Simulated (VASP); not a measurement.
Pt:

```
Pt
1.0
     2.76067    0.00000    0.00000
    -1.38033    2.39081    0.00000
     0.00000    0.00000    4.79213
Pt
2
Direct
  0.66667 0.33333 0.75000
  0.33333 0.66667 0.25000
```

This isn't the form of Pt at room conditions, which is fcc.

Base run:

```yaml
Program: VASP 6.6.1
Functional: PBE
Potentials_or_basis: VASP PAW PBE potentials, release 64 (Pt)
Cutoff: 520 eV
k_mesh: 12 × 12 × 6
Occupations: fermi-dirac, width 0.03 eV
Spin: collinear spin
Starting_moments: "[0.05, 0.05] μB"
Fixed_moment: 0.1 μB
```

Its results: pressure -1.3 GPa; site moments Pt +0.05 μB.

**Question.** The run is repeated on the same cell with these changes: fixed moment from 0.1 μB to 1 μB; moments at the start from [0.05, 0.05] to [0.5, 0.5]. What comes out?

**Answer.** Pressure -0.2 GPa; site moments Pt +0.50 μB.

Caveats: the total moment is fixed, so each spin has its own Fermi level and the state may be an excited one.
